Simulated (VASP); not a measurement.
# InSb3 (R-3m) in VASP: further runs

Runs on InSb3. Level: PBE. Tasks: single point.

Program: VASP 6.6.1. These are calculated values, not measurements. Logs are shortened: lines on timing, memory, paths and dates and some standing lists are left out, and cuts for length are marked.

## Step 1: The cell of the first run

It takes space group R-3m (No. 166, trigonal). The conventional cell has a = 6.967 Å, b = 6.967 Å, c = 7.948 Å, α = 90.00°, β = 90.00°, γ = 120.00°. In (site symmetry -3m) has 12 Sb at 3.33 to 3.48 Å within 4.4 Å. Within 4.4 Å of Sb (site symmetry 2/m) lie 4 In at 3.33 to 3.48 Å and 8 Sb at 3.33 to 3.48 Å.

## Step 2: Single point, PBE

Input file INCAR:

```
SYSTEM = InSb3
ALGO = Normal
EDIFF = 1E-7
ENCUT = 520
GGA = PE
ISIF = 2
ISMEAR = 0
LASPH = .True.
LCHARG = .False.
LREAL = .False.
LWAVE = .False.
NBANDS = 22
NELM = 100
PREC = Accurate
SIGMA = 0.15
```

Input file KPOINTS:

```
k-points
0
Gamma
  8 8 8
  0 0 0
```

Input file POSCAR:

```
InSb3
1.0
    4.8138627010     -0.1124036941     -0.1124036941
   -0.1124036941      4.8138627010     -0.1124036941
   -0.1124036941     -0.1124036941      4.8138627010
In Sb
1 3
Direct
    0.0000000000      0.0000000000      0.0000000000
    0.5000000000      0.0000000000      0.5000000000
    0.0000000000      0.5000000000      0.5000000000
    0.5000000000      0.5000000000      0.0000000000
```

Potentials or basis: VASP PAW PBE potentials, release 64 (In_d, Sb).

On the command line:

```console
$ cat potpaw_PBE.64/In_d/POTCAR potpaw_PBE.64/Sb/POTCAR > POTCAR
$ mpirun -np 1 vasp_std > vasp.out
```

OUTCAR:

```text
SYSTEM = InSb3
   EDIFF = 1E-7
   ENCUT = 520
   GGA = PE
   ISIF = 2
   ISMEAR = 0
   LASPH = .True.
   LREAL = .False.
   NELM = 100
   PREC = Accurate

 ion  position               nearest neighbor table
   1  0.000  0.000  0.000-   2 3.33   3 3.33   4 3.33   3 3.33   2 3.33   4 3.33   4 3.48   2 3.48
                             2 3.48   4 3.48   3 3.48   3 3.48
   2  0.500  0.000  0.500-   1 3.33   3 3.33   4 3.33   4 3.33   1 3.33   3 3.33   4 3.48   1 3.48
                             1 3.48   3 3.48   4 3.48   3 3.48
   3  0.000  0.500  0.500-   1 3.33   2 3.33   4 3.33   1 3.33   4 3.33   2 3.33   2 3.48   1 3.48
                             2 3.48   4 3.48   4 3.48   1 3.48
   4  0.500  0.500  0.000-   1 3.33   2 3.33   3 3.33   2 3.33   3 3.33   1 3.33   2 3.48   2 3.48
                             1 3.48   3 3.48   3 3.48   1 3.48

  LATTYP: Found a trigonal (rhomboedric) cell.
 ALAT       =     4.8164866121
 COS(alpha) =    -0.0461045031

  Lattice vectors:

 A1 = (   4.8138627010,  -0.1124036941,  -0.1124036941)
 A2 = (  -0.1124036941,   4.8138627010,  -0.1124036941)
 A3 = (  -0.1124036941,  -0.1124036941,   4.8138627010)

Analysis of symmetry for initial positions (statically):
=====================================================================
 Subroutine PRICEL returns:
 Original cell was already a primitive cell.

 Routine SETGRP: Setting up the symmetry group for a
 trigonal (rhombohedral) supercell.

 Subroutine GETGRP returns: Found 12 space group operations
 (whereof 12 operations were pure point group operations)
 out of a pool of 12 trial point group operations.

The static configuration has the point symmetry D_3d.

Analysis of symmetry for dynamics (positions and initial velocities):
=====================================================================
 Subroutine PRICEL returns:
 Original cell was already a primitive cell.

 Routine SETGRP: Setting up the symmetry group for a
 trigonal (rhombohedral) supercell.

 Subroutine GETGRP returns: Found 12 space group operations
 (whereof 12 operations were pure point group operations)
 out of a pool of 12 trial point group operations.

The dynamic configuration has the point symmetry D_3d.

 Subroutine INISYM returns: Found 12 space group operations
 (whereof 12 operations are pure point group operations),
 and found     1 'primitive' translations

----------------------------------------------------------------------------------------

                                     Primitive cell

  volume of cell :     111.3677

  direct lattice vectors                    reciprocal lattice vectors
     4.813862701 -0.112403694 -0.112403694     0.207965583  0.004972095  0.004972095
    -0.112403694  4.813862701 -0.112403694     0.004972095  0.207965583  0.004972095
    -0.112403694 -0.112403694  4.813862701     0.004972095  0.004972095  0.207965583

  length of vectors
     4.816486612  4.816486612  4.816486612     0.208084423  0.208084423  0.208084423

  position of ions in fractional coordinates (direct lattice)
     0.000000000  0.000000000  0.000000000
     0.500000000  0.000000000  0.500000000
     0.000000000  0.500000000  0.500000000
     0.500000000  0.500000000  0.000000000

  ion indices of the primitive-cell ions
   primitive index   ion index
                 1           1
                 2           2
                 3           3
                 4           4

----------------------------------------------------------------------------------------

 KPOINTS: k-points

Automatic generation of k-mesh.
 Grid dimensions read from file:
 generate k-points for:    8    8    8

 Generating k-lattice:

  Cartesian coordinates                     Fractional coordinates (reciprocal lattice)
     0.025995698  0.000621512  0.000621512     0.125000000  0.000000000  0.000000000
     0.000621512  0.025995698  0.000621512     0.000000000  0.125000000  0.000000000
     0.000621512  0.000621512  0.025995698     0.000000000  0.000000000  0.125000000

  Length of vectors
     0.026010553  0.026010553  0.026010553

  Shift w.r.t. Gamma in fractional coordinates (k-lattice)
     0.000000000  0.000000000  0.000000000

 Subroutine IBZKPT returns following result:
 ===========================================

 Found     65 irreducible k-points:

 Following reciprocal coordinates:
            Coordinates               Weight
  0.000000  0.000000  0.000000      1.000000
  0.125000  0.000000  0.000000      6.000000
  0.250000  0.000000  0.000000      6.000000
  0.375000  0.000000  0.000000      6.000000
  0.500000  0.000000  0.000000      3.000000
  0.125000  0.125000  0.000000      6.000000
[... 16 lines left out ...]
  0.250000  0.125000  0.125000      6.000000
  0.375000  0.125000  0.125000      6.000000
 [... further k-points ...]
   k-points           NKPTS =     65   k-points in BZ     NKDIM =     65   number of bands    NBANDS=     22
[... 86 lines left out ...]
      1      -6.7516      2.00000
      2      -6.7504      2.00000
      3      -6.7377      2.00000
      4      -6.7365      2.00000
      5      -6.7320      2.00000
      6      -4.2650      2.00000
[... 14 lines left out ...]
     21      12.8732      0.00000
     22      13.4096      0.00000

 k-point     3 :       0.2500    0.0000    0.0000
  band No.  band energies     occupation
      1      -6.7505      2.00000
      2      -6.7472      2.00000
      3      -6.7407      2.00000
      4      -6.7369      2.00000
      5      -6.7330      2.00000
      6      -3.9853      2.00000
[... 14 lines left out ...]
     21      12.8871      0.00000
     22      13.5493      0.00000

 k-point     4 :       0.3750    0.0000    0.0000
  band No.  band energies     occupation
      1      -6.7507      2.00000
      2      -6.7467      2.00000
      3      -6.7425      2.00000
      4      -6.7366      2.00000
      5      -6.7320      2.00000
      6      -3.5474      2.00000
[... 14 lines left out ...]
     21      12.6405      0.00000
     22      13.3883      0.00000

 k-point     5 :       0.5000    0.0000    0.0000
  band No.  band energies     occupation
      1      -6.7514      2.00000
      2      -6.7473      2.00000
      3      -6.7426      2.00000
      4      -6.7364      2.00000
      5      -6.7310      2.00000
      6      -3.1882      2.00000
[... 14 lines left out ...]
     21      12.2405      0.00000
     22      13.8755      0.00000

 k-point     6 :       0.1250    0.1250    0.0000
  band No.  band energies     occupation
      1      -6.7500      2.00000
      2      -6.7493      2.00000
      3      -6.7389      2.00000
      4      -6.7369      2.00000
      5      -6.7329      2.00000
      6      -4.1600      2.00000
[... 14 lines left out ...]
     21      12.8806      0.00000
     22      13.0807      0.00000

 k-point     7 :       0.2500    0.1250    0.0000
  band No.  band energies     occupation
      1      -6.7492      2.00000
      2      -6.7467      2.00000
      3      -6.7416      2.00000
      4      -6.7370      2.00000
      5      -6.7341      2.00000
      6      -3.8702      2.00000
[... 324 lines left out ...]
      6      -2.8239      2.00000
[... 14 lines left out ...]
     21      13.9337      0.00000
     22      14.7012      0.00000

 k-point    21 :       0.5000    0.5000    0.0000
  band No.  band energies     occupation
      1      -6.7724      2.00000
      2      -6.7490      2.00000
      3      -6.7419      2.00000
      4      -6.7363      2.00000
      5      -6.7200      2.00000
      6      -1.9175      2.00000
[... 14 lines left out ...]
     21      13.4562      0.00000
     22      14.9521      0.00000

 k-point    22 :       0.1250    0.1250    0.1250
  band No.  band energies     occupation
      1      -6.7480      2.00000
      2      -6.7480      2.00000
      3      -6.7387      2.00000
      4      -6.7387      2.00000
      5      -6.7341      2.00000
      6      -4.0446      2.00000
[... 14 lines left out ...]
     21      12.6127      0.00000
     22      13.0044      0.00000

 k-point    23 :       0.2500    0.1250    0.1250
  band No.  band energies     occupation
      1      -6.7479      2.00000
      2      -6.7458      2.00000
      3      -6.7412      2.00000
      4      -6.7380      2.00000
      5      -6.7357      2.00000
      6      -3.7445      2.00000
[... 14 lines left out ...]
     21      12.8460      0.00000
     22      13.1773      0.00000

 k-point    24 :       0.3750    0.1250    0.1250
  band No.  band energies     occupation
      1      -6.7511      2.00000
      2      -6.7480      2.00000
      3      -6.7409      2.00000
      4      -6.7378      2.00000
      5      -6.7326      2.00000
      6      -3.2915      2.00000
[... 14 lines left out ...]
     21      12.3286      0.00000
     22      13.6690      0.00000

 [... further k-points ...]

------------------------ aborting loop because EDIFF is reached ----------------------------------------

  FORCE on cell =-STRESS in cart. coord.  units (eV):
  Direction    XX          YY          ZZ          XY          YZ          ZX
  --------------------------------------------------------------------------------------
  -------------------------------------------------------------------------------------
  Total        0.1084136      0.1084136      0.1084136      0.4115783      0.4115783      0.4115783
  in kB        1.5596784      1.5596784      1.5596784      5.9211221      5.9211221      5.9211221
  external PRESSURE =       1.5596784 kB  Pullay stress =       0.0000000 kB

 VOLUME and BASIS-vectors are now :
 -----------------------------------------------------------------------------
  energy-cutoff  :      520.00
  volume of cell :      111.37
      direct lattice vectors                 reciprocal lattice vectors
     4.813862701 -0.112403694 -0.112403694     0.207965583  0.004972095  0.004972095
    -0.112403694  4.813862701 -0.112403694     0.004972095  0.207965583  0.004972095
    -0.112403694 -0.112403694  4.813862701     0.004972095  0.004972095  0.207965583

 POSITION                                       TOTAL-FORCE (eV/Angst)
 -----------------------------------------------------------------------------------
      0.00000      0.00000      0.00000        -0.000000     -0.000000     -0.000000
      2.35073     -0.11240      2.35073         0.000000     -0.000000     -0.000000
     -0.11240      2.35073      2.35073        -0.000000      0.000000     -0.000000
      2.35073      2.35073     -0.11240        -0.000000      0.000000      0.000000
 -----------------------------------------------------------------------------------
    total drift:                               -0.000000     -0.000000     -0.000000

  FREE ENERGIE OF THE ION-ELECTRON SYSTEM (eV)
  ---------------------------------------------------
  free  energy   TOTEN  =       -14.2193557416 eV

  energy  without entropy=      -14.1977240987  energy(sigma->0) =      -14.20853992
```

Wall time 79 s (1 thread of Intel Xeon Platinum 8375C at 2.90GHz (Ice Lake), shared host); peak memory 0.29 GiB.

Results:

```
Free energy            : -14.2194 eV
Pressure               : 0.2 GPa
Band gap on the k mesh : zero (band 14 reaches 10.84 eV, above the bottom of band 15 at 6.69 eV)
```

Stress tensor (GPa, compression positive):
```
0.16 0.59 0.59
0.59 0.16 0.59
0.59 0.59 0.16
```

Caveat: spin-orbit coupling is left out, which moves the levels of the heavy elements.

## Step 3: Single point, PBE

Input file INCAR:

```
PREC = Accurate
ENCUT = 520
EDIFF = 1E-6
ISMEAR = 0
SIGMA = 0.15
LREAL = False
LASPH = True
NELM = 100
ALGO = Normal
ISIF = 2
LWAVE = False
LCHARG = False
GGA = PE
NBANDS = 22
```

Input file KPOINTS:

```
Automatic mesh
0
Gamma
  8 8 8
```

Input file POSCAR:

```
InSb3
1.0
    4.8138627010      0.1124036941      0.1124036941
    0.1124036941      4.8138627010      0.1124036941
    0.1124036941      0.1124036941      4.8138627010
In Sb
1 3
Direct
    0.0000000000      0.0000000000      0.0000000000
    0.5000000000      0.0000000000      0.5000000000
    0.0000000000      0.5000000000      0.5000000000
    0.5000000000      0.5000000000      0.0000000000
```

Potentials or basis: VASP PAW PBE potentials, release 64 (In_d, Sb).

On the command line:

```console
$ cat potpaw_PBE.64/In_d/POTCAR potpaw_PBE.64/Sb/POTCAR > POTCAR
$ mpirun -np 1 vasp_std > vasp.out
```

It took 69 s on 1 thread of Intel Xeon Platinum 8375C at 2.90GHz (Ice Lake), shared host; peak memory 0.3 GiB.

The run converged. Its results:

```yaml
Free_energy: -14.2153 eV
Pressure: 0.2 GPa
Band_gap_on_the_k_mesh: zero (band 14 reaches 10.89 eV, above the bottom of band 15 at 6.84 eV)
```

Stress tensor (GPa, compression positive):
```
 0.23 -0.84 -0.84
-0.84  0.23 -0.84
-0.84 -0.84  0.23
```

Levels at points of the mesh, in eV from the Fermi level:
```csv
k point,band 10,band 11,band 12,band 13,band 14,band 15,band 16,band 17,band 18,band 19
"(0.00, 0.00, 0.00)",-4.15,-4.15,-3.51,0.17,0.17,1.04,1.34,2.16,2.16,4.55
"(0.50, 0.00, 0.00)",-2.93,-2.60,-2.14,-1.87,-1.02,-0.76,1.64,2.09,2.43,2.73
"(0.50, 0.50, 0.00)",-2.46,-1.72,-1.58,-1.27,-1.12,-0.89,-0.20,1.20,3.08,3.78
"(0.50, 0.50, 0.50)",-5.01,-4.83,-4.83,-4.67,3.16,3.16,3.61,3.96,3.96,5.87
```

Caveat: spin-orbit coupling is left out, which moves the levels of the heavy elements.

## Step 4: Single point, PBE

This run uses another cell than the first one, of 28.63 Å³/atom, 1.028 times its volume.

Input file INCAR:

```
SYSTEM = InSb3
PREC = Accurate ; ENCUT = 520
EDIFF = 1E-6 ; ISMEAR = 0
SIGMA = 0.15 ; LREAL = .FALSE.
LASPH = .TRUE. ; NELM = 80
ALGO = Normal ; ISIF = 2
LWAVE = .FALSE. ; LCHARG = .FALSE.
GGA = PE ; NBANDS = 22
```

Input file KPOINTS:

```
Automatic mesh
0
G
  8 8 8
  0 0 0
```

Input file POSCAR:

```
InSb3
1.0
    4.8620013280      0.1684851945      0.1684851945
    0.1684851945      4.8620013280      0.1684851945
    0.1684851945      0.1684851945      4.8620013280
In Sb
1 3
Direct
    0.0000000000      0.0000000000      0.0000000000
    0.5000000000      0.0000000000      0.5000000000
    0.0000000000      0.5000000000      0.5000000000
    0.5000000000      0.5000000000      0.0000000000
```

On the command line:

```console
$ cat potpaw_PBE.64/In_d/POTCAR potpaw_PBE.64/Sb/POTCAR > POTCAR
$ mpirun -np 1 vasp_std > vasp.out
```

Run time: 76 s. Hardware: 1 thread of Intel Xeon Platinum 8375C at 2.90GHz (Ice Lake), shared host; peak memory 0.3 GiB.

The run converged. Its results:

- Free energy: -14.1666 eV
- Pressure: -0.9 GPa
- Band gap on the k mesh: zero (band 14 reaches 10.24 eV, above the bottom of band 15 at 6.60 eV)

Stress tensor (GPa, compression positive):
```
-0.87 -0.96 -0.96
-0.96 -0.87 -0.96
-0.96 -0.96 -0.87
```

Levels at points of the mesh, in eV from the Fermi level:
```
           k point  band 10  band 11  band 12  band 13  band 14  band 15  band 16  band 17  band 18  band 19
(0.00, 0.00, 0.00)    -4.00    -4.00    -3.50     0.02     0.02     1.15     1.27     2.35     2.35     4.37
(0.50, 0.00, 0.00)    -2.83    -2.39    -2.08    -1.71    -0.94    -0.69     1.31     1.99     2.27     2.90
(0.50, 0.50, 0.00)    -2.47    -1.78    -1.56    -1.34    -0.98    -0.78    -0.07     1.31     2.85     3.82
(0.50, 0.50, 0.50)    -4.88    -4.65    -4.65    -4.56     2.86     2.86     3.50     3.98     3.98     5.50
```

Caveat: spin-orbit coupling is left out, which moves the levels of the heavy elements.

## Step 5: Single point, PBE

This run uses another cell than the first one, of 28.63 Å³/atom, 1.028 times its volume.

Input file INCAR:

```
SYSTEM = InSb3
PREC     = Accurate       ! precision mode
ENCUT    = 520            ! plane-wave cutoff, eV
EDIFF    = 1E-6           ! SCF threshold, eV
ISMEAR   = 0              ! smearing method
SIGMA    = 0.15           ! smearing width, eV
LREAL    = .FALSE.        ! projectors in reciprocal space
LASPH    = .TRUE.         ! aspherical terms in the spheres
NELM     = 60             ! most SCF steps
ALGO     = Normal         ! electronic algorithm
ISIF     = 2              ! what is computed and relaxed
LWAVE    = .FALSE.        ! write WAVECAR
LCHARG   = .FALSE.        ! write CHGCAR
GGA      = PE             ! functional
NBANDS   = 22             ! bands
```

Input file KPOINTS:

```
regular mesh
0
G
  8 8 8
  0 0 0
```

Input file POSCAR:

```
InSb3
1.0
    4.8620013280     -0.1684851945     -0.1684851945
   -0.1684851945      4.8620013280     -0.1684851945
   -0.1684851945     -0.1684851945      4.8620013280
In Sb
1 3
Direct
    0.0000000000      0.0000000000      0.0000000000
    0.5000000000      0.0000000000      0.5000000000
    0.0000000000      0.5000000000      0.5000000000
    0.5000000000      0.5000000000      0.0000000000
```

On the command line:

```console
$ cat potpaw_PBE.64/In_d/POTCAR potpaw_PBE.64/Sb/POTCAR > POTCAR
$ mpirun -np 1 vasp_std > vasp.out
```

Wall time 72 s (1 thread of Intel Xeon Platinum 8375C at 2.90GHz (Ice Lake), shared host); peak memory 0.3 GiB.

It converged, with:

* Free energy: -14.1816 eV
* Pressure: -1.0 GPa
* Band gap on the k mesh: zero (band 14 reaches 10.15 eV, above the bottom of band 15 at 6.35 eV)

Stress tensor (GPa, compression positive):
```
-1.00  0.59  0.59
 0.59 -1.00  0.59
 0.59  0.59 -1.00
```

Levels at points of the mesh, in eV from the Fermi level:
| k point | band 10 | band 11 | band 12 | band 13 | band 14 | band 15 | band 16 | band 17 | band 18 | band 19 |
| --- | --- | --- | --- | --- | --- | --- | --- | --- | --- | --- |
| (0.00, 0.00, 0.00) | -4.20 | -3.94 | -3.53 | -0.31 | 0.40 | 0.40 | 1.94 | 1.94 | 2.58 | 4.26 |
| (0.50, 0.00, 0.00) | -3.07 | -2.25 | -2.19 | -1.66 | -0.97 | -0.72 | 1.41 | 1.84 | 2.30 | 2.80 |
| (0.50, 0.50, 0.00) | -2.51 | -1.87 | -1.52 | -1.24 | -1.12 | -1.07 | 0.09 | 1.34 | 2.77 | 3.82 |
| (0.50, 0.50, 0.50) | -4.87 | -4.87 | -4.56 | -4.52 | 2.73 | 2.73 | 3.57 | 3.97 | 3.97 | 6.04 |

Caveat: spin-orbit coupling is left out, which moves the levels of the heavy elements.

## Step 6: The runs side by side

```csv
cell,gap on the mesh (eV),pressure (GPa)
"a = 4.816 Å, angles 92.6°, 4 atoms",none,0.2
"a = 4.816 Å, angles 87.3°, 4 atoms",none,0.2
"a = 4.868 Å, angles 86.0°, 4 atoms",none,-0.9
"a = 4.868 Å, angles 93.9°, 4 atoms",none,-1.0
```

Alike in all rows: task single point; level PBE; potentials or basis VASP PAW PBE potentials, release 64 (In_d, Sb); no spin polarisation; k mesh 8 × 8 × 8; cutoff (eV) 520; smearing gaussian 0.15 eV.

Caveats: spin-orbit coupling is left out, which moves the levels of the heavy elements.

Total energies depend on the potentials used, so only differences within one code and one set of settings carry meaning.
